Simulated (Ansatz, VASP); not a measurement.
# Hg in VASP and in Ansatz

The input POSCAR:

```
Hg
1.0
    0.0000000000      2.3562564068      2.3562564068
    2.3562564068      0.0000000000      2.3562564068
    2.3562564068      2.3562564068      0.0000000000
Hg
1
Direct
    0.0000000000      0.0000000000      0.0000000000
```

The input INCAR.step1:

```
PREC = Accurate
ENCUT = 520
ISMEAR = -1
SIGMA = 0.02
LREAL = F
LASPH = T
NELM = 60
NBANDS = 12
GGA = PE
ALGO = Normal
EDIFF = 1E-4
LWAVE = T
LCHARG = F
```

File INCAR.step2:

```
PREC = Accurate
ENCUT = 520
EDIFF = 1E-6
ISMEAR = -1
SIGMA = 0.02
LREAL = F
LASPH = T
NELM = 60
ALGO = Normal
ISIF = 2
LWAVE = F
LCHARG = F
METAGGA = R2SCAN
LMIXTAU = T
NBANDS = 12
ISTART = 1
```

File KPOINTS:

```
Automatic mesh
0
Gamma
  10 10 10
```

Input for Ansatz:

```yaml
crystal:
  lattice:
    - [0.0, 2.3562564068, 2.3562564068]
    - [2.3562564068, 0.0, 2.3562564068]
    - [2.3562564068, 2.3562564068, 0.0]
  atoms:
    - { symbol: Hg, position: [0.0, 0.0, 0.0] }
kpoints:
  mp_grid: { grid: [10, 10, 10] }
  band_path:
    path:
      - [0.0, 0.0, 0.0]
      - [0.5, 0.0, 0.5]
      - [0.625, 0.25, 0.625]
      - [0.375, 0.375, 0.75]
      - [0.5, 0.5, 0.5]
      - [0.5, 0.25, 0.75]
    npoints: 1
hamiltonian:
  xc: r2scan
scf:
  occupations: { method: fermi_dirac, width: 0.02 }
  n_extra_bands: 4
output:
  forces: true
  stress: true
  eigenvalues: true
```

Alike in both runs: task single point; functional r2SCAN; k mesh 10 × 10 × 10; occupations fermi-dirac, width 0.02 eV; no spin polarisation.

|  | VASP | Ansatz |
| --- | --- | --- |
| version | VASP 6.6.1 | Ansatz 0.2.0 |
| potentials or method | VASP PAW PBE potentials, release 64 (Hg) | plane waves, PAW |
| plane-wave cutoff (eV) | 520 | 500 |
| valence electrons in the cell | 12 | 20 |

```tsv
	VASP	Ansatz	Ansatz less VASP
pressure (GPa)	0.6	0.3	-0.25
```

VASP's potentials were made for PBE, not for r2SCAN. The functional is the same, so the differences come from potentials, cutoffs and numerics. VASP's potentials hold 12 valence electrons a cell and Ansatz's 20, so a difference there can come from the potentials and not from the codes.

Spin-orbit coupling is off throughout.
